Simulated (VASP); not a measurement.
Here is a VASP 6.6.1 calculation.

Contents of POSCAR:

```
TaN
1.0
    5.2024855549      0.0000000000      0.0000000000
   -2.6012427775      4.5054846534      0.0000000000
    0.0000000000      0.0000000000      2.9075295619
Ta N
3 3
Direct
    0.3333333333      0.6666666667      0.5000000000
    0.6666666667      0.3333333333      0.5000000000
    0.0000000000      0.0000000000      0.0000000000
    0.3923998665      0.0000000000      0.0000000000
    0.6076001335      0.6076001335      0.0000000000
    0.0000000000      0.3923998665      0.0000000000
```

The input INCAR.step1:

```
SYSTEM = TaN
PREC = Accurate
ENCUT = 520
ISMEAR = -1
SIGMA = 0.1
LREAL = .FALSE.
LASPH = .TRUE.
NELM = 60
NBANDS = 33
GGA = PE
ALGO = Normal
EDIFF = 1E-4
LWAVE = .TRUE.
LCHARG = .FALSE.
```

Contents of INCAR.step2:

```
SYSTEM = TaN
PREC = Accurate
ENCUT = 520
EDIFF = 1E-6
ISMEAR = -1
SIGMA = 0.1
LREAL = .FALSE.
LASPH = .TRUE.
NELM = 60
ALGO = Normal
ISIF = 2
LWAVE = .FALSE.
LCHARG = .FALSE.
METAGGA = R2SCAN
LMIXTAU = .TRUE.
NBANDS = 33
ISTART = 1
```

File KPOINTS:

```
Automatic mesh
0
G
  7 7 11
  0 0 0
```

Potentials or basis: VASP PAW PBE potentials, release 64 (Ta_pv, N).

Command:

```sh
$ cat potpaw_PBE.64/Ta_pv/POTCAR potpaw_PBE.64/N/POTCAR > POTCAR
$ cp INCAR.step1 INCAR
$ mpirun -np 1 vasp_std > vasp.out
$ cp INCAR.step2 INCAR
$ mpirun -np 1 vasp_std > vasp.out
```

(1) Predict the band gap on the k mesh.

(2) Estimate the largest force.

(3) Predict the pressure.

Results:

(1) zero (bands 24 and 25 overlap by 3.17 eV).

(2) 0.008 eV/Å.

(3) 1.6 GPa.

Caveat: the PAW data sets were made with another functional, which shifts forces and pressure a little; spin-orbit coupling is left out, which moves the levels of the heavy elements.
